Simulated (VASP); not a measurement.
# BIr3Pd (P6/mmm) in VASP: notebook

The runs below take BIr3Pd through single point, with PBE.

Everything below comes from runs of VASP 6.6.1. Logs are shortened: lines on timing, memory, paths and dates and some standing lists are left out, and cuts for length are marked.

**1. The cell of the first run**

Symmetry: P6/mmm, No. 191, hexagonal system. Conventional cell: a = 4.014 Å, b = 4.014 Å, c = 5.140 Å, α = 90.00°, β = 90.00°, γ = 120.00°. B (site symmetry 6/mmm) has 6 Ir at 2.01 Å and 2 Pd at 2.57 Å within 2.7 Å. Pd (site symmetry 6/mmm) has 2 B at 2.57 Å and 12 Ir at 3.26 Å within 3.4 Å. Ir (site symmetry mmm) has 2 B at 2.01 Å and 4 Ir at 2.01 Å within 2.7 Å.

**2. Single point, PBE**

INCAR reads:

```
SYSTEM = BIr3Pd
  ALGO = Fast
  EDIFF = 1E-7
  ENCUT = 520
  GGA = PE
  ISIF = 2
  ISMEAR = 0
  LASPH = .True.
  LCHARG = .False.
  LREAL = .False.
  LWAVE = .False.
  NBANDS = 28
  NELM = 60
  PREC = Accurate
  SIGMA = 0.1
```

KPOINTS reads:

```
k-points
0
Gamma
  6 6 4
  0 0 0
```

POSCAR reads:

```
BIr3Pd
1.0
    4.0136251100      0.0000000000      0.0000000000
   -2.0068125600      3.4759013100      0.0000000000
    0.0000000000      0.0000000000      5.1400424400
B Pd Ir
1 1 3
Direct
    0.0000000000      0.0000000000      0.5000000000
    0.0000000000      0.0000000000      0.0000000000
    0.5000000000      0.0000000000      0.5000000000
    0.0000000000      0.5000000000      0.5000000000
    0.5000000000      0.5000000000      0.5000000000
```

Potentials or basis: VASP PAW PBE potentials, release 64 (B, Pd, Ir).

Run with:

```sh
cat potpaw_PBE.64/B/POTCAR potpaw_PBE.64/Pd/POTCAR potpaw_PBE.64/Ir/POTCAR > POTCAR
mpirun -np 1 vasp_std > vasp.out
```

OUTCAR:

```text
SYSTEM = BIr3Pd
   EDIFF = 1E-7
   ENCUT = 520
   GGA = PE
   ISIF = 2
   ISMEAR = 0
   LASPH = .True.
   LREAL = .False.
   NELM = 60
   PREC = Accurate

 ion  position               nearest neighbor table
   1  0.000  0.000  0.500-   3 2.01   3 2.01   5 2.01   5 2.01   4 2.01   4 2.01   2 2.57   2 2.57

   2  0.000  0.000  0.000-   1 2.57   1 2.57   3 3.26   3 3.26   3 3.26   3 3.26   5 3.26   5 3.26
                             5 3.26   5 3.26   4 3.26   4 3.26   4 3.26   4 3.26
   3  0.500  0.000  0.500-   1 2.01   1 2.01   4 2.01   4 2.01   5 2.01   5 2.01   2 3.26   2 3.26
                             2 3.26   2 3.26
   4  0.000  0.500  0.500-   5 2.01   5 2.01   3 2.01   3 2.01   1 2.01   1 2.01   2 3.26   2 3.26
                             2 3.26   2 3.26
   5  0.500  0.500  0.500-   4 2.01   4 2.01   1 2.01   1 2.01   3 2.01   3 2.01   2 3.26   2 3.26
                             2 3.26   2 3.26

  LATTYP: Found a hexagonal cell.
 ALAT       =     4.0136251100
 C/A-ratio  =     1.2806483663

  Lattice vectors:

 A1 = (   4.0136251100,   0.0000000000,   0.0000000000)
 A2 = (  -2.0068125600,   3.4759013100,   0.0000000000)
 A3 = (   0.0000000000,   0.0000000000,   5.1400424400)

Analysis of symmetry for initial positions (statically):
=====================================================================
 Subroutine PRICEL returns:
 Original cell was already a primitive cell.

 Routine SETGRP: Setting up the symmetry group for a
 hexagonal supercell.

 Subroutine GETGRP returns: Found 24 space group operations
 (whereof 24 operations were pure point group operations)
 out of a pool of 24 trial point group operations.

The static configuration has the point symmetry D_6h.

Analysis of symmetry for dynamics (positions and initial velocities):
=====================================================================
 Subroutine PRICEL returns:
 Original cell was already a primitive cell.

 Routine SETGRP: Setting up the symmetry group for a
 hexagonal supercell.

 Subroutine GETGRP returns: Found 24 space group operations
 (whereof 24 operations were pure point group operations)
 out of a pool of 24 trial point group operations.

The dynamic configuration has the point symmetry D_6h.

 Subroutine INISYM returns: Found 24 space group operations
 (whereof 24 operations are pure point group operations),
 and found     1 'primitive' translations

----------------------------------------------------------------------------------------

                                     Primitive cell

  volume of cell :      71.7086

  direct lattice vectors                    reciprocal lattice vectors
     4.013625110  0.000000000  0.000000000     0.249151321  0.143847583  0.000000000
    -2.006812560  3.475901310  0.000000000     0.000000000  0.287695165  0.000000000
     0.000000000  0.000000000  5.140042440     0.000000000  0.000000000  0.194550923

  length of vectors
     4.013625110  4.013625116  5.140042440     0.287695165  0.287695165  0.194550923

  position of ions in fractional coordinates (direct lattice)
     0.000000000  0.000000000  0.500000000
     0.000000000  0.000000000  0.000000000
     0.500000000  0.000000000  0.500000000
     0.000000000  0.500000000  0.500000000
     0.500000000  0.500000000  0.500000000

  ion indices of the primitive-cell ions
   primitive index   ion index
                 1           1
                 2           2
                 3           3
                 4           4
                 5           5

----------------------------------------------------------------------------------------

 KPOINTS: k-points

Automatic generation of k-mesh.
 Grid dimensions read from file:
 generate k-points for:    6    6    4

 Generating k-lattice:

  Cartesian coordinates                     Fractional coordinates (reciprocal lattice)
     0.041525220  0.023974597  0.000000000     0.166666667  0.000000000  0.000000000
     0.000000000  0.047949194  0.000000000     0.000000000  0.166666667  0.000000000
     0.000000000  0.000000000  0.048637731     0.000000000  0.000000000  0.250000000

  Length of vectors
     0.047949194  0.047949194  0.048637731

  Shift w.r.t. Gamma in fractional coordinates (k-lattice)
     0.000000000  0.000000000  0.000000000

 Subroutine IBZKPT returns following result:
 ===========================================

 Found     21 irreducible k-points:

 Following reciprocal coordinates:
            Coordinates               Weight
  0.000000  0.000000  0.000000      1.000000
  0.166667  0.000000  0.000000      6.000000
  0.333333  0.000000  0.000000      6.000000
  0.500000  0.000000  0.000000      3.000000
  0.166667  0.166667  0.000000      6.000000
  0.333333  0.166667  0.000000     12.000000
[... 13 lines left out ...]
  0.333333  0.166667  0.500000     12.000000
  0.333333  0.333333  0.500000      2.000000
   k-points           NKPTS =     21   k-points in BZ     NKDIM =     21   number of bands    NBANDS=     28
   number of dos      NEDOS =    301   number of ions     NIONS =      5
   total plane-waves  NPLWV =  36000
   dimension x,y,z NGX =    30 NGY =   30 NGZ =   40
   dimension x,y,z NGXF=    60 NGYF=   60 NGZF=   80
   ions per type =               1   1   3
   NGX,Y,Z   is equivalent  to a cutoff of  12.43, 12.43, 12.94 a.u.
   NGXF,Y,Z  is equivalent  to a cutoff of  24.85, 24.85, 25.87 a.u.
 SYSTEM =  BIr3Pd
   PREC   = accura    normal or accurate (medium, high low for compatibility)
   ISTART =      0    job   : 0-new  1-cont  2-samecut
   ICHARG =      2    charge: 1-file 2-atom 10-const
   ISPIN  =      1    spin polarized calculation?
   LNONCOLLINEAR =      F non collinear calculations
   LSORBIT =      F    spin-orbit coupling
   LASPH  =      T    aspherical Exc in radial PAW
   ENCUT  =  520.0 eV  38.22 Ry    6.18 a.u.   7.46  7.46  9.56*2*pi/ulx,y,z
   NELM   =     60;   NELMIN=  2; NELMDL= -5     # of ELM steps
   EDIFF  = 0.1E-06   stopping-criterion for ELM
   LREAL  =      F    real-space projection
   EDIFFG = 0.1E-05   stopping-criterion for IOM
   NSW    =      0    number of steps for IOM
   IBRION =     -1    ionic relax: 0-MD 1-quasi-New 2-CG
   NFREE  =      0    steps in history (QN), initial steepest desc. (CG)
   ISIF   =      2    stress and relaxation
   ISYM   =      2    0-nonsym 1-usesym 2-fastsym
   POTIM  = 0.5000    time-step for ionic-motion
   TEBEG  =    0.0;   TEEND  =   0.0 temperature during run
   PSTRESS=    0.0 pullay stress
   NELECT =      40.0000    total number of electrons
   NUPDOWN=      -1.0000    fix difference up-down
   EMIN   =  10.00;   EMAX   =-10.00  energy-range for DOS
   EFERMI =   0.00;   METHOD = LEGACY
   ISMEAR =     0;   SIGMA  =   0.10  broadening in eV -4-tet -1-fermi 0-gaus
   EFERMI_NEDOS =   21; number of points for ismear=-14 and -15
   IALGO  =     68    algorithm
   IMIX   =      4    mixing-type and parameters
     AMIX     =   0.40;   BMIX     =  1.00
     AMIX_MAG =   1.60;   BMIX_MAG =  1.00
  volume/ion in A,a.u.               =      14.34        96.78
  Fermi-wavevector in a.u.,A,eV,Ry     =   1.347632  2.546654 24.709689  1.816111
  Thomas-Fermi vector in A             =   2.475366
   LORBIT       =      0    0 simple, 1 ext, 2 COOP (PROOUT), +10 PAW based schemes
   GGA     = PE    functional components
   LHFCALC =     F    Hartree Fock is set to
   AEXX    =    0.0000 exact exchange contribution
   IVDW    =     0    specifies the selected vdW correction
   LEPSILON=     F    determine dielectric tensor
   LRPA    =     F    only Hartree local field effects (RPA)
 non-spin polarized calculation
 RMM-DIIS sequential band-by-band and
 Gauss-broadening in eV      SIGMA  =   0.10
  energy-cutoff  :      520.00
  volume of cell :       71.71
 maximum number of plane-waves:      1945
 NGX is ok and might be reduce to    30
   NGX = 15   NGY = 15   NGZ = 19

 number of electron      40.0000004 magnetization

 Free energy of the ion-electron system (eV)
  ---------------------------------------------------
  ext. energy  EPLUGINS =         0.00000000
  ---------------------------------------------------
  free energy    TOTEN  =        -9.78782987 eV

  energy without entropy =       -9.77093976  energy(sigma->0) =       -9.77938481

 E-fermi :   8.8510     XC(G=0): -12.1007

 val. band max:        8.7743068476   @ k =   0.5000   0.0000   0.5000
 cond. band min:       8.8511059140   @ k =   0.1667   0.0000   0.0000
 fundamental gap:      0.0767990663
 Fermi energy:         8.8509944725

 k-point     1 :       0.0000    0.0000    0.0000
  band No.  band energies     occupation
      1      -8.0309      2.00000
      2      -5.6973      2.00000
      3      -3.7949      2.00000
      4      -3.7949      2.00000
      5      -3.4001      2.00000
      6       0.6357      2.00000
[... 20 lines left out ...]
     27      17.1793      0.00000
     28      17.9038      0.00000

 k-point     2 :       0.1667    0.0000    0.0000
  band No.  band energies     occupation
      1      -7.3792      2.00000
      2      -5.0762      2.00000
      3      -3.5114      2.00000
      4      -2.9844      2.00000
      5      -2.9523      2.00000
      6       0.3654      2.00000
[... 20 lines left out ...]
     27      16.3783      0.00000
     28      16.6257      0.00000

 k-point     3 :       0.3333    0.0000    0.0000
  band No.  band energies     occupation
      1      -5.6984      2.00000
      2      -4.3880      2.00000
      3      -1.9721      2.00000
      4      -1.9643      2.00000
      5      -0.6980      2.00000
      6       0.1063      2.00000
[... 20 lines left out ...]
     27      15.0504      0.00000
     28      15.4715      0.00000

 k-point     4 :       0.5000    0.0000    0.0000
  band No.  band energies     occupation
      1      -4.3316      2.00000
      2      -3.7111      2.00000
      3      -2.7387      2.00000
      4      -1.4078      2.00000
      5       0.5674      2.00000
      6       1.3030      2.00000
[... 485 lines left out ...]
     27      14.8600      0.00000
     28      15.1292      0.00000

 k-point    20 :       0.3333    0.1667    0.5000
  band No.  band energies     occupation
      1      -4.1595      2.00000
      2      -3.3698      2.00000
      3      -1.6796      2.00000
      4      -1.1868      2.00000
      5      -0.5122      2.00000
      6      -0.2038      2.00000
[... 20 lines left out ...]
     27      15.0337      0.00000
     28      16.3214      0.00000

 k-point    21 :       0.3333    0.3333    0.5000
  band No.  band energies     occupation
      1      -2.1019      2.00000
      2      -2.1019      2.00000
      3      -1.3804      2.00000
      4      -1.2182      2.00000
      5      -0.4194      2.00000
      6      -0.2273      2.00000
[... 20 lines left out ...]
     27      15.2866      0.00000
     28      18.0543      0.00000

------------------------ aborting loop because EDIFF is reached ----------------------------------------

  FORCE on cell =-STRESS in cart. coord.  units (eV):
  Direction    XX          YY          ZZ          XY          YZ          ZX
  --------------------------------------------------------------------------------------
  -------------------------------------------------------------------------------------
  Total      135.1647655    135.1647658     -4.2137184     -0.0000002      0.0000000      0.0000000
  in kB     3019.9734893   3019.9734954    -94.1467095     -0.0000043      0.0000000      0.0000000
  external PRESSURE =    1981.9334251 kB  Pullay stress =       0.0000000 kB

 VOLUME and BASIS-vectors are now :
 -----------------------------------------------------------------------------
  energy-cutoff  :      520.00
  volume of cell :       71.71
      direct lattice vectors                 reciprocal lattice vectors
     4.013625110  0.000000000  0.000000000     0.249151321  0.143847583  0.000000000
    -2.006812560  3.475901310  0.000000000     0.000000000  0.287695165  0.000000000
     0.000000000  0.000000000  5.140042440     0.000000000  0.000000000  0.194550923

 POSITION                                       TOTAL-FORCE (eV/Angst)
 -----------------------------------------------------------------------------------
      0.00000      0.00000      2.57002         0.000000      0.000000      0.000000
      0.00000      0.00000      0.00000         0.000000      0.000000      0.000000
      2.00681      0.00000      2.57002        -0.000000      0.000000      0.000000
     -1.00341      1.73795      2.57002         0.000000      0.000000      0.000000
      1.00341      1.73795      2.57002         0.000000      0.000000      0.000000
 -----------------------------------------------------------------------------------
    total drift:                               -0.000000      0.000000     -0.000000

  FREE ENERGIE OF THE ION-ELECTRON SYSTEM (eV)
  ---------------------------------------------------
  free  energy   TOTEN  =        -9.7878298695 eV

  energy  without entropy=       -9.7709397560  energy(sigma->0) =       -9.77938481
```

It took 33 s on 1 thread of AMD EPYC 9R45 (Zen 5), shared host; peak memory 0.18 GiB.

What came out:

* Free energy: -9.7878 eV
* Pressure: 198.2 GPa
* Band gap on the k mesh: zero (band 20 reaches 9.07 eV, above the bottom of band 21 at 8.09 eV)

Caveat: spin-orbit coupling is left out, which moves the levels of the heavy elements.

**3. Single point, PBE**

This run uses another cell than the first one, of 17.30 Å³/atom, 1.206 times its volume.

INCAR reads:

```
ALGO = Normal ; EDIFF = 1E-7
ENCUT = 520 ; GGA = PE
ISIF = 2 ; ISMEAR = 0
LASPH = True ; LCHARG = True
LELF = True ; LREAL = False
LVHAR = True ; LWAVE = False
NBANDS = 28 ; NELM = 60
PREC = Accurate ; SIGMA = 0.1
```

KPOINTS reads:

```
k-points
0
Gamma
  6 6 4
```

Edit POSCAR of step 2 so:

```diff
@@ -2,5 +2,5 @@
 1.0
-    4.0136251100      0.0000000000      0.0000000000
-   -2.0068125600      3.4759013100      0.0000000000
-    0.0000000000      0.0000000000      5.1400424400
+    4.9365220926      0.0000000036      0.0000000000
+   -2.4682610494      4.2751535368      0.0000000000
+    0.0000000000      0.0000000000      4.0980202929
 B Pd Ir
```

Potentials or basis: VASP PAW PBE potentials, release 64 (B, Pd, Ir).

Run with:

```sh
cat potpaw_PBE.64/B/POTCAR potpaw_PBE.64/Pd/POTCAR potpaw_PBE.64/Ir/POTCAR > POTCAR
mpirun -np 1 vasp_std > vasp.out
```

Run time: 39 s. Hardware: 1 thread of AMD EPYC 9R45 (Zen 5), shared host; peak memory 0.21 GiB.

The run converged. Its results:

```
Free energy            : -33.4317 eV
Pressure               : 0.2 GPa
Band gap on the k mesh : zero (band 20 reaches 6.43 eV, above the bottom of band 21 at 5.07 eV)
```

Stress tensor (GPa, compression positive):
```
 0.32  0.00  0.00
 0.00  0.32  0.00
 0.00  0.00 -0.02
```

Levels at points of the mesh, in eV from the Fermi level:
```csv
k point,band 16,band 17,band 18,band 19,band 20,band 21,band 22,band 23,band 24,band 25
"(0.00, 0.00, 0.00)",-0.69,-0.68,-0.68,0.08,0.08,0.16,0.76,0.76,2.55,3.52
"(0.50, 0.00, 0.00)",-1.70,-1.59,-1.48,-1.29,-0.78,-0.50,0.56,1.60,1.73,3.50
"(0.00, 0.00, 0.50)",-0.54,-0.12,-0.12,0.09,0.62,0.62,1.39,1.39,2.79,3.52
"(0.50, 0.00, 0.50)",-1.68,-0.94,-0.70,-0.38,-0.19,0.19,0.58,0.96,1.53,1.68
```

Caveat: the k points lie up to 0.38 Å⁻¹ apart; spin-orbit coupling is left out, which moves the levels of the heavy elements.
